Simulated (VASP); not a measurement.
Write the native input for VASP 6.6.1 that does the following.

- Task: single point
- Functional: PBE
- Potentials or basis: VASP PAW PBE potentials, release 64 (Co, Si)
- Cutoff: 520 eV
- k mesh: 12 × 12 × 12
- Occupations: fermi-dirac, width 0.03 eV
- Spin: collinear spin, ferromagnetic start
- Starting moments: [2.0, 0.0] μB
- Dipole correction: no
- Further INCAR settings: ALGO = Normal; EDIFF = 1e-07; NBANDS = 18

The structure of CoSi lies in POSCAR:

```
CoSi
1.0
    2.7813340000      0.0000000000      0.0000000000
    0.0000000000      2.7813340000      0.0000000000
    0.0000000000      0.0000000000      2.7813340000
Co Si
1 1
Direct
    0.0000000000      0.0000000000      0.0000000000
    0.5000000000      0.5000000000      0.5000000000
```

One way to write it, as run:

INCAR

```
SYSTEM = CoSi
PREC = Accurate
ENCUT = 520
EDIFF = 1E-7
ISMEAR = -1
SIGMA = 0.03
LREAL = .FALSE.
LASPH = .TRUE.
NELM = 150
ALGO = Normal
ISIF = 2
LWAVE = .FALSE.
LCHARG = .TRUE.
ISPIN = 2
MAGMOM = 2 0
LORBIT = 11
LMAXMIX = 4
GGA = PE
LELF = .TRUE.
LVHAR = .TRUE.
NBANDS = 18
```

KPOINTS

```
Automatic mesh
0
G
  12 12 12
  0 0 0
```

Potentials or basis: VASP PAW PBE potentials, release 64 (Co, Si).

Run with:

```console
$ cat potpaw_PBE.64/Co/POTCAR potpaw_PBE.64/Si/POTCAR > POTCAR
$ mpirun -np 1 vasp_std > vasp.out
```

Results of the run:

```
Pressure                                              : 0.6 GPa
Net moment                                            : 0.60 μB per cell
Site moments                                          : Co +0.59; Si +0.02 μB
Valence electrons inside the program's atomic spheres : Co 8.60; Si 1.57
```

It took 44 s on 1 thread of Intel(R) Xeon(R) Platinum 8488C (Sapphire Rapids) (shared host), peak memory 0.18 GiB.
